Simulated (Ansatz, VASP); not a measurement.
**One calculation of Sb, two programs**

File INCAR:

```
PREC     = Accurate       # precision mode
ENCUT    = 520            # plane-wave cutoff, eV
EDIFF    = 1E-6           # SCF threshold, eV
ISMEAR   = 0              # smearing method
SIGMA    = 0.1            # smearing width, eV
LREAL    = False          # projectors in reciprocal space
LASPH    = True           # aspherical terms in the spheres
NELM     = 60             # most SCF steps
ALGO     = Normal         # electronic algorithm
ISIF     = 2              # what is computed and relaxed
LWAVE    = False          # write WAVECAR
LCHARG   = False          # write CHGCAR
GGA      = PE             # functional
NBANDS   = 24             # bands
```

KPOINTS

```
Automatic mesh
0
Gamma
  6 6 2
```

Contents of POSCAR:

```
Sb
1.0
    5.1760121200      0.0000000000      0.0000000000
   -2.5880060600      4.4825579900      0.0000000000
    0.0000000000      0.0000000000      8.8674011200
Sb
6
Direct
    0.3333333300      0.6666666700      0.1142754800
    0.6666666700      0.3333333300      0.6142754800
    0.6666666700      0.3333333300      0.8857245200
    0.3333333300      0.6666666700      0.3857245200
    0.3333333300      0.6666666700      0.7500000000
    0.6666666700      0.3333333300      0.2500000000
```

Input for Ansatz:

```yaml
crystal:
  lattice:
    - [5.17601212, 0.0, 0.0]
    - [-2.58800606, 4.48255799, 0.0]
    - [0.0, 0.0, 8.86740112]
  atoms:
    - { symbol: Sb, position: [0.33333333, 0.66666667, 0.11427548] }
    - { symbol: Sb, position: [0.66666667, 0.33333333, 0.61427548] }
    - { symbol: Sb, position: [0.66666667, 0.33333333, 0.88572452] }
    - { symbol: Sb, position: [0.33333333, 0.66666667, 0.38572452] }
    - { symbol: Sb, position: [0.33333333, 0.66666667, 0.75] }
    - { symbol: Sb, position: [0.66666667, 0.33333333, 0.25] }
basis:
  ecutwfc: 420
kpoints:
  mp_grid: { grid: [6, 6, 2] }
hamiltonian:
  xc: pbe
scf:
  occupations: { method: gaussian, width: 0.1 }
  lower_state_search: "off"
output:
  forces: true
  stress: true
  eigenvalues: true
```

Alike in both runs: task single point; functional PBE; k mesh 6 × 6 × 2; occupations gaussian, width 0.1 eV; no spin polarisation.

|  | VASP | Ansatz |
| --- | --- | --- |
| version | VASP 6.6.1 | Ansatz 0.2.0 |
| potentials or method | VASP PAW PBE potentials, release 64 (Sb), cutoff 520 eV | scalar-relativistic, plane waves, PAW |
| valence electrons in the cell | 30 | 90 |

|  | VASP | Ansatz | Ansatz less VASP |
| --- | --- | --- | --- |
| gap on the k mesh at the Fermi level (eV) | none | none | - |
| pressure (GPa) | 8.6 | 8.4 | -0.21 |
| traceless stress, the component that is largest in VASP (GPa) | 14.86 | 14.60 | -0.266 |
| rms of the force components (eV/Å) | 3.069 | 2.987 | -0.0826 |

Atom by atom the forces differ by 0.083 eV/Å (rms over components). A gap of «none» marks a metal or a gap that the smearing closes. With one functional, cell and mesh, what is left measures potentials, basis and numerics. VASP's potentials hold 30 valence electrons a cell and Ansatz's 90, so a difference there can come from the potentials and not from the codes.

Neither program's run includes spin-orbit coupling.
